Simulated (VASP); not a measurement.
The system is TiCo3.

```
Ti Co
1.0
     3.52803    0.00000    0.00000
     0.00000    3.52803    0.00000
     0.00000    0.00000    3.52803
Ti Co
1 3
Direct
  0.00000 0.00000 0.00000
  0.00000 0.50000 0.50000
  0.50000 0.00000 0.50000
  0.50000 0.50000 0.00000
```

Base run:

```yaml
Program: VASP 6.6.1
Functional: PBEsol
Potentials_or_basis: VASP PAW PBE potentials, release 64 (Ti_sv, Co)
Cutoff: 520 eV
k_mesh: 12 × 12 × 12
Occupations: gaussian, width 0.15 eV
Spin: collinear spin, ferromagnetic start
Starting_moments: "[0.1, 0.22, 0.22, 0.22] μB"
Fixed_moment: 0.76 μB
```

Its results: pressure -0.4 GPa; site moments Ti -0.09; Co +0.29 μB.

Problem. The run is repeated on the same cell with these changes: fixed moment from 0.76 μB to 2.28 μB; moments at the start from [0.1, 0.22, 0.22, 0.22] to [0.3, 0.66, 0.66, 0.66]. What comes out?

Solution. Pressure 3.0 GPa; site moments Ti -0.30; Co +0.88 μB.

Caveats: the PAW data sets were made with another functional, which shifts forces and pressure a little; the total moment is fixed, so each spin has its own Fermi level and the state may be an excited one; the cell stands under pressure (at least some runs).
